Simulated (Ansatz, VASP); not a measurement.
One calculation of BaO, two programs

```xyz
2
Lattice="0.0000 2.7171 2.7171 2.7171 0.0000 2.7171 2.7171 2.7171 0.0000" Properties=species:S:1:pos:R:3 pbc="T T T"
Ba    0.0000    0.0000    0.0000
O     2.7171    2.7171    2.7171
```

Alike in both runs: functional LDA; k mesh 8 × 8 × 8; occupations gaussian, width 0.02 eV; no spin polarisation.

Ansatz relaxed the structure, and its values are those at the end. VASP's run is a single point on that final structure, the one shown.

|  | VASP | Ansatz |
| --- | --- | --- |
| version | VASP 6.6.1 | Ansatz 0.2.0 |
| potentials or method | VASP PAW LDA potentials, release 64 (Ba_sv, O), cutoff 600 eV | scalar-relativistic, plane waves, PAW |
| valence electrons in the cell | 16 | 16 |

Ansatz gave:

| Quantity | Value |
| --- | --- |
| gap on the k mesh at the Fermi level (eV) | 1.69 |
| least direct gap on the mesh (eV) | 1.69 |
| pressure (GPa) | 0.0 |

Estimate VASP's values.

gap on the k mesh at the Fermi level (eV): 1.60; least direct gap on the mesh (eV): 1.60; pressure (GPa): 2.2.

Ansatz warns that its potentials were made for another functional, while VASP's fit it. LDA's correlation is that of Perdew and Zunger in VASP and of Perdew and Wang (1992) in Ansatz.

Neither program's run includes spin-orbit coupling.
